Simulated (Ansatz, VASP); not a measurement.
Two plane-wave programs on AlRu

```xyz
2
Lattice="3.3411 0.0000 0.0000 0.0000 3.3411 0.0000 0.0000 0.0000 2.3621" Properties=species:S:1:pos:R:3 pbc="T T T"
Al    0.0000    0.0000    0.0000
Ru    1.6705    1.6705    1.1811
```

Alike in both runs: task single point; functional PBEsol; k mesh 22 × 22 × 22; occupations gaussian, width 0.15 eV; no spin polarisation.

|  | VASP | Ansatz |
| --- | --- | --- |
| version | VASP 6.6.1 | Ansatz 0.2.0 |
| potentials or method | VASP PAW PBE potentials, release 64 (Al, Ru_pv), cutoff 520 eV | scalar-relativistic, plane waves, PAW |
| valence electrons in the cell | 17 | 19 |

|  | VASP | Ansatz | Ansatz less VASP |
| --- | --- | --- | --- |
| gap on the k mesh at the Fermi level (eV) | none | none | - |
| pressure (GPa) | 21.2 | 21.1 | -0.10 |
| traceless stress, the component that is largest in VASP (GPa) | 52.30 | 51.99 | -0.317 |

VASP's potentials were made for PBE, not for PBEsol. A gap of «none» marks a metal or a gap that the smearing closes. The functional is the same, so the differences come from potentials, cutoffs and numerics. VASP's potentials hold 17 valence electrons a cell and Ansatz's 19, so a difference there can come from the potentials and not from the codes.
